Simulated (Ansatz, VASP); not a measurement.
Two plane-wave programs on TaC

```
Ta C
1.0
     0.00000    2.22700    2.22700
     2.22700    0.00000    2.22700
     2.22700    2.22700    0.00000
Ta C
1 1
Direct
  0.00000 0.00000 0.00000
  0.50000 0.50000 0.50000
```

Alike in both runs: task single point; functional r2SCAN; k mesh 18 × 18 × 18; occupations gaussian, width 0.15 eV; no spin polarisation.

|  | VASP | Ansatz |
| --- | --- | --- |
| version | VASP 6.6.1 | Ansatz 0.2.0 |
| potentials or method | VASP PAW PBE potentials, release 64 (Ta_pv, C), cutoff 660 eV | scalar-relativistic, plane waves, PAW |
| valence electrons in the cell | 15 | 17 |

Ansatz gave:

```
gap on the k mesh at the Fermi level (eV) : none
pressure (GPa)                            : 1.9
```

Problem. Which values does VASP return?

Solution. gap on the k mesh at the Fermi level (eV): none; pressure (GPa): 3.1.

VASP's potentials were made for PBE, not for r2SCAN. A gap of «none» marks a metal or a gap that the smearing closes. VASP's potentials hold 15 valence electrons a cell and Ansatz's 17, so a difference there can come from the potentials and not from the codes.

Neither program's run includes spin-orbit coupling.
